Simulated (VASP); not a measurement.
# Sc2H (Pmna) in VASP: a series of runs

Sc2H is run at these levels: PBE; tasks: single point, relaxation of cell and atoms.

Everything below comes from runs of VASP 6.6.1. Logs are shortened: lines on timing, memory, paths and dates and some standing lists are left out, and cuts for length are marked.

### 1 The cell of the first run

The structure is orthorhombic, space group Pmna (No. 53). The conventional cell has a = 6.135 Å, b = 3.155 Å, c = 5.333 Å, α = 90.00°, β = 90.00°, γ = 90.00°. Sc (site symmetry 2) has 2 H at 2.15 Å within 2.8 Å. Within 2.8 Å of H (site symmetry 2/m) lie 4 Sc at 2.15 Å.

### 2 Single point, PBE

File INCAR:

```
SYSTEM = Sc2H
  PREC = Accurate
  ENCUT = 520
  EDIFF = 1E-6
  ISMEAR = 0
  SIGMA = 0.1
  LREAL = .False.
  LASPH = .True.
  NELM = 60
  ALGO = Normal
  ISIF = 2
  LWAVE = .False.
  LCHARG = .False.
  GGA = PE
  NBANDS = 32
```

File KPOINTS:

```
regular mesh
0
Gamma
  4 6 4
  0 0 0
```

File POSCAR:

```
Sc2H
1.0
    6.1352606343      0.0000000000      0.0000000000
    0.0000000000      3.1550343160      0.0000000000
    0.0000000000      0.0000000000      5.3328391795
Sc H
4 2
Direct
    0.7500000000      0.2752978012      0.2500000000
    0.7500000000      0.7247021988      0.7500000000
    0.2500000000      0.2752978012      0.2500000000
    0.2500000000      0.7247021988      0.7500000000
    0.0000000000      0.5000000000      0.0000000000
    0.5000000000      0.5000000000      0.5000000000
```

Potentials or basis: VASP PAW PBE potentials, release 64 (Sc_sv, H).

Run with:

```
$ cat potpaw_PBE.64/Sc_sv/POTCAR potpaw_PBE.64/H/POTCAR > POTCAR
$ mpirun -np 1 vasp_std > vasp.out
```

OUTCAR:

```text
SYSTEM = Sc2H
   PREC = Accurate
   ENCUT = 520
   EDIFF = 1E-6
   ISMEAR = 0
   LREAL = .False.
   LASPH = .True.
   NELM = 60
   ISIF = 2
   GGA = PE

 ion  position               nearest neighbor table
   1  0.750  0.275  0.250-   5 2.15   6 2.15   2 3.02   2 3.02   3 3.07   3 3.07   2 3.18   2 3.18

   2  0.750  0.725  0.750-   5 2.15   6 2.15   1 3.02   1 3.02   4 3.07   4 3.07   1 3.18   1 3.18

   3  0.250  0.275  0.250-   5 2.15   6 2.15   4 3.02   4 3.02   1 3.07   1 3.07   4 3.18   4 3.18

   4  0.250  0.725  0.750-   5 2.15   6 2.15   3 3.02   3 3.02   2 3.07   2 3.07   3 3.18   3 3.18

   5  0.000  0.500  0.000-   1 2.15   2 2.15   3 2.15   4 2.15
   6  0.500  0.500  0.500-   1 2.15   2 2.15   3 2.15   4 2.15

  LATTYP: Found a simple orthorhombic cell.
 ALAT       =     3.1550343160
 B/A-ratio  =     1.6902634474
 C/A-ratio  =     1.9445939473

  Lattice vectors:

 A1 = (   0.0000000000,   3.1550343160,   0.0000000000)
 A2 = (   0.0000000000,   0.0000000000,   5.3328391795)
 A3 = (   6.1352606343,   0.0000000000,   0.0000000000)

Analysis of symmetry for initial positions (statically):
=====================================================================
 Subroutine PRICEL returns:
 Original cell was already a primitive cell.

 Routine SETGRP: Setting up the symmetry group for a
 simple orthorhombic supercell.

 Subroutine GETGRP returns: Found  8 space group operations
 (whereof  4 operations were pure point group operations)
 out of a pool of  8 trial point group operations.

The static configuration has the point symmetry C_2h.
 The point group associated with its full space group is D_2h.

Analysis of symmetry for dynamics (positions and initial velocities):
=====================================================================
 Subroutine PRICEL returns:
 Original cell was already a primitive cell.

 Routine SETGRP: Setting up the symmetry group for a
 simple orthorhombic supercell.

 Subroutine GETGRP returns: Found  8 space group operations
 (whereof  4 operations were pure point group operations)
 out of a pool of  8 trial point group operations.

The dynamic configuration has the point symmetry C_2h.
 The point group associated with its full space group is D_2h.

 Subroutine INISYM returns: Found  8 space group operations
 (whereof  4 operations are pure point group operations),
 and found     1 'primitive' translations

----------------------------------------------------------------------------------------

                                     Primitive cell

  volume of cell :     103.2275

  direct lattice vectors                    reciprocal lattice vectors
     6.135260634  0.000000000  0.000000000     0.162992261  0.000000000  0.000000000
     0.000000000  3.155034316  0.000000000     0.000000000  0.316953763  0.000000000
     0.000000000  0.000000000  5.332839179     0.000000000  0.000000000  0.187517374

  length of vectors
     6.135260634  3.155034316  5.332839179     0.162992261  0.316953763  0.187517374

  position of ions in fractional coordinates (direct lattice)
     0.750000000  0.275297801  0.250000000
     0.750000000  0.724702199  0.750000000
     0.250000000  0.275297801  0.250000000
     0.250000000  0.724702199  0.750000000
     0.000000000  0.500000000  0.000000000
     0.500000000  0.500000000  0.500000000

  ion indices of the primitive-cell ions
   primitive index   ion index
                 1           1
                 2           2
                 3           3
                 4           4
                 5           5
                 6           6

----------------------------------------------------------------------------------------

 KPOINTS: regular mesh

Automatic generation of k-mesh.
 Grid dimensions read from file:
 generate k-points for:    4    6    4

 Generating k-lattice:

  Cartesian coordinates                     Fractional coordinates (reciprocal lattice)
     0.040748065  0.000000000  0.000000000     0.250000000  0.000000000  0.000000000
     0.000000000  0.052825627  0.000000000     0.000000000  0.166666667  0.000000000
     0.000000000  0.000000000  0.046879344     0.000000000  0.000000000  0.250000000

  Length of vectors
     0.040748065  0.052825627  0.046879344

  Shift w.r.t. Gamma in fractional coordinates (k-lattice)
     0.000000000  0.000000000  0.000000000

 Subroutine IBZKPT returns following result:
 ===========================================

 Found     36 irreducible k-points:

 Following reciprocal coordinates:
            Coordinates               Weight
  0.000000  0.000000  0.000000      1.000000
  0.250000  0.000000  0.000000      2.000000
  0.500000  0.000000  0.000000      1.000000
  0.000000  0.166667  0.000000      2.000000
  0.250000  0.166667  0.000000      4.000000
  0.500000  0.166667  0.000000      2.000000
[... 16 lines left out ...]
  0.250000  0.500000  0.250000      4.000000
  0.500000  0.500000  0.250000      2.000000
 [... further k-points ...]
   k-points           NKPTS =     36   k-points in BZ     NKDIM =     36   number of bands    NBANDS=     32
   number of dos      NEDOS =    301   number of ions     NIONS =      6
   total plane-waves  NPLWV =  46080
   dimension x,y,z NGX =    48 NGY =   24 NGZ =   40
   dimension x,y,z NGXF=    96 NGYF=   48 NGZF=   80
   ions per type =               4   2
   NGX,Y,Z   is equivalent  to a cutoff of  13.01, 12.65, 12.47 a.u.
   NGXF,Y,Z  is equivalent  to a cutoff of  26.01, 25.29, 24.94 a.u.
 SYSTEM =  Sc2H
   PREC   = accura    normal or accurate (medium, high low for compatibility)
   ISTART =      0    job   : 0-new  1-cont  2-samecut
   ICHARG =      2    charge: 1-file 2-atom 10-const
   ISPIN  =      1    spin polarized calculation?
   LNONCOLLINEAR =      F non collinear calculations
   LSORBIT =      F    spin-orbit coupling
   LASPH  =      T    aspherical Exc in radial PAW
   ENCUT  =  520.0 eV  38.22 Ry    6.18 a.u.  11.41  5.87  9.92*2*pi/ulx,y,z
   NELM   =     60;   NELMIN=  2; NELMDL= -5     # of ELM steps
   EDIFF  = 0.1E-05   stopping-criterion for ELM
   LREAL  =      F    real-space projection
   EDIFFG = 0.1E-04   stopping-criterion for IOM
   NSW    =      0    number of steps for IOM
   IBRION =     -1    ionic relax: 0-MD 1-quasi-New 2-CG
   NFREE  =      0    steps in history (QN), initial steepest desc. (CG)
   ISIF   =      2    stress and relaxation
   ISYM   =      2    0-nonsym 1-usesym 2-fastsym
   POTIM  = 0.5000    time-step for ionic-motion
   TEBEG  =    0.0;   TEEND  =   0.0 temperature during run
   PSTRESS=    0.0 pullay stress
   NELECT =      46.0000    total number of electrons
   NUPDOWN=      -1.0000    fix difference up-down
   EMIN   =  10.00;   EMAX   =-10.00  energy-range for DOS
   EFERMI =   0.00;   METHOD = LEGACY
   ISMEAR =     0;   SIGMA  =   0.10  broadening in eV -4-tet -1-fermi 0-gaus
   EFERMI_NEDOS =   21; number of points for ismear=-14 and -15
   IALGO  =     38    algorithm
   IMIX   =      4    mixing-type and parameters
     AMIX     =   0.40;   BMIX     =  1.00
     AMIX_MAG =   1.60;   BMIX_MAG =  1.00
  volume/ion in A,a.u.               =      17.20       116.10
  Fermi-wavevector in a.u.,A,eV,Ry     =   1.250438  2.362986 21.274012  1.563596
  Thomas-Fermi vector in A             =   2.384432
   LORBIT       =      0    0 simple, 1 ext, 2 COOP (PROOUT), +10 PAW based schemes
   GGA     = PE    functional components
   LHFCALC =     F    Hartree Fock is set to
   AEXX    =    0.0000 exact exchange contribution
   IVDW    =     0    specifies the selected vdW correction
   LEPSILON=     F    determine dielectric tensor
   LRPA    =     F    only Hartree local field effects (RPA)
 non-spin polarized calculation
 Gauss-broadening in eV      SIGMA  =   0.10
  energy-cutoff  :      520.00
  volume of cell :      103.23
 maximum number of plane-waves:      2808
 NGX is ok and might be reduce to    48
   NGX = 23   NGY = 11   NGZ = 19

 number of electron      46.0000007 magnetization

 Free energy of the ion-electron system (eV)
  ---------------------------------------------------
  ext. energy  EPLUGINS =         0.00000000
  ---------------------------------------------------
  free energy    TOTEN  =       -31.30012640 eV

  energy without entropy =      -31.26364543  energy(sigma->0) =      -31.28188592

 E-fermi :   3.7277     XC(G=0):  -9.9150

 val. band max:        3.7225836886   @ k =   0.0000   0.0000   0.5000
 cond. band min:       3.7325252031   @ k =   0.2500   0.1667   0.2500
 fundamental gap:      0.0099415145
 Fermi energy:         3.7277433861

 k-point     1 :       0.0000    0.0000    0.0000
  band No.  band energies     occupation
      1     -45.7758      2.00000
      2     -45.7312      2.00000
      3     -45.6968      2.00000
      4     -45.6554      2.00000
      5     -24.7407      2.00000
      6     -24.6214      2.00000
[... 24 lines left out ...]
     31       5.8425      0.00000
     32       6.2793      0.00000

 k-point     2 :       0.2500    0.0000    0.0000
  band No.  band energies     occupation
      1     -45.7693      2.00000
      2     -45.7378      2.00000
      3     -45.6908      2.00000
      4     -45.6615      2.00000
      5     -24.6889      2.00000
      6     -24.5958      2.00000
[... 24 lines left out ...]
     31       6.0889      0.00000
     32       6.3321      0.00000

 k-point     3 :       0.5000    0.0000    0.0000
  band No.  band energies     occupation
      1     -45.7536      2.00000
      2     -45.7536      2.00000
      3     -45.6762      2.00000
      4     -45.6762      2.00000
      5     -24.6068      2.00000
      6     -24.6068      2.00000
[... 24 lines left out ...]
     31       6.1406      0.00000
     32       6.1406      0.00000

 k-point     4 :       0.0000    0.1667    0.0000
  band No.  band energies     occupation
      1     -45.7635      2.00000
      2     -45.7194      2.00000
      3     -45.6940      2.00000
      4     -45.6526      2.00000
      5     -24.7220      2.00000
      6     -24.6181      2.00000
[... 654 lines left out ...]
     31       5.9971      0.00000
     32       6.4047      0.00000

 k-point    23 :       0.2500    0.5000    0.2500
  band No.  band energies     occupation
      1     -45.7083      2.00000
      2     -45.6914      2.00000
      3     -45.6784      2.00000
      4     -45.6620      2.00000
      5     -24.6041      2.00000
      6     -24.5753      2.00000
[... 24 lines left out ...]
     31       5.9287      0.00000
     32       6.0522      0.00000

 k-point    24 :       0.5000    0.5000    0.2500
  band No.  band energies     occupation
      1     -45.6934      2.00000
      2     -45.6934      2.00000
      3     -45.6767      2.00000
      4     -45.6767      2.00000
      5     -24.5330      2.00000
      6     -24.5330      2.00000
[... 24 lines left out ...]
     31       6.0142      0.00000
     32       6.0590      0.00000

 [... further k-points ...]
[... 5 lines left out ...]
  --------------------------------------------------------------------------------------
  -------------------------------------------------------------------------------------
  Total        0.1709871      0.0828816      0.0771968      0.0000000      0.0000000      0.0000000
  in kB        2.6538623      1.2863921      1.1981589      0.0000000      0.0000000      0.0000000
  external PRESSURE =       1.7128044 kB  Pullay stress =       0.0000000 kB

 VOLUME and BASIS-vectors are now :
 -----------------------------------------------------------------------------
  energy-cutoff  :      520.00
  volume of cell :      103.23
      direct lattice vectors                 reciprocal lattice vectors
     6.135260634  0.000000000  0.000000000     0.162992261  0.000000000  0.000000000
     0.000000000  3.155034316  0.000000000     0.000000000  0.316953763  0.000000000
     0.000000000  0.000000000  5.332839179     0.000000000  0.000000000  0.187517374

 POSITION                                       TOTAL-FORCE (eV/Angst)
 -----------------------------------------------------------------------------------
      4.60145      0.86857      1.33321        -0.000000     -0.003988      0.000000
      4.60145      2.28646      3.99963        -0.000000      0.003988     -0.000000
      1.53382      0.86857      1.33321         0.000000     -0.003988      0.000000
      1.53382      2.28646      3.99963         0.000000      0.003988      0.000000
      0.00000      1.57752      0.00000         0.000000      0.000000      0.000000
      3.06763      1.57752      2.66642         0.000000      0.000000      0.000000
 -----------------------------------------------------------------------------------
    total drift:                                0.000000      0.000000     -0.000000

  FREE ENERGIE OF THE ION-ELECTRON SYSTEM (eV)
  ---------------------------------------------------
  free  energy   TOTEN  =       -31.3001264015 eV

  energy  without entropy=      -31.2636454308  energy(sigma->0) =      -31.28188592
```

It took 90 s on 1 thread of Intel Xeon 6975P-C, shared host; peak memory 0.25 GiB.

What came out:

| Property | Result |
| --- | --- |
| Free energy | -31.3001 eV |
| Pressure | 0.2 GPa |
| Largest force | 0.004 eV/Å |
| Band gap on the k mesh | zero (band 23 reaches 4.32 eV, above the bottom of band 24 at 3.00 eV) |

Forces in eV/Å, atoms in the order of the input:
```
Sc   0.000 -0.004  0.000
Sc   0.000  0.004  0.000
Sc   0.000 -0.004  0.000
Sc   0.000  0.004  0.000
H    0.000  0.000  0.000
H    0.000  0.000  0.000
```

Levels at points of the mesh, in eV from the Fermi level:
```
           k point  band 21  band 22  band 23  band 24  band 25  band 26
(0.00, 0.00, 0.00)    -1.71    -0.43    -0.27    -0.05     0.07     1.42
(0.50, 0.00, 0.00)    -0.98    -0.98    -0.18    -0.18     1.28     1.28
(0.00, 0.50, 0.00)    -0.41    -0.30    -0.15     0.29     0.35     0.72
(0.50, 0.50, 0.00)    -0.19    -0.19    -0.04    -0.04     1.17     1.17
(0.00, 0.00, 0.50)    -0.55    -0.55    -0.01    -0.01     0.54     0.54
(0.50, 0.00, 0.50)    -0.24    -0.24     0.34     0.34     1.02     1.02
(0.00, 0.50, 0.50)    -0.75    -0.75    -0.39    -0.39     0.15     0.15
(0.50, 0.50, 0.50)    -0.88    -0.88    -0.73    -0.73     0.90     0.90
```

[end of part 1 of 2]
